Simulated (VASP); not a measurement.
Wanted: the native input for a VASP 6.6.1 run.

```
Task                   : single point
Functional             : PBE
Potentials or basis    : VASP PAW PBE potentials, release 64 (K_sv, Br)
Cutoff                 : 520 eV
k mesh                 : 6 × 6 × 6
Occupations            : gaussian, width 0.01 eV
Spin                   : no spin polarisation
Dipole correction      : no
Further INCAR settings : ALGO = Normal; EDIFF = 1e-07; NBANDS = 15
```

The structure of KBr lies in POSCAR:

```
KBr
1.0
    4.1183828750      0.0000000000      0.0000000000
    0.0000000000      4.1183828750      0.0000000000
    0.0000000000      0.0000000000      4.1183828750
K Br
1 1
Direct
    0.0000000000      0.0000000000      0.0000000000
    0.5000000000      0.5000000000      0.5000000000
```

This cell differs from its parent crystal: volume changed by +6%.

One way to write it, as run:

INCAR

```
ALGO = Normal ; EDIFF = 1E-7
ENCUT = 520 ; GGA = PE
ISIF = 2 ; ISMEAR = 0
LASPH = T ; LCHARG = F
LREAL = F ; LWAVE = F
NBANDS = 15 ; NELM = 60
PREC = Accurate ; SIGMA = 0.01
```

KPOINTS

```
k-points
0
Gamma
  6 6 6
```

Potentials or basis: VASP PAW PBE potentials, release 64 (K_sv, Br).

The run is started by

```sh
$ cat potpaw_PBE.64/K_sv/POTCAR potpaw_PBE.64/Br/POTCAR > POTCAR
$ mpirun -np 1 vasp_std > vasp.out
```

It gave:

```
Pressure               : -0.8 GPa
Band gap on the k mesh : 3.71 eV, indirect (least direct gap 3.95 eV)
```

Wall time 25 s on 1 thread of AMD EPYC 7R43 64-Core Processor (Zen 3), on a shared host, peak memory 0.14 GiB.
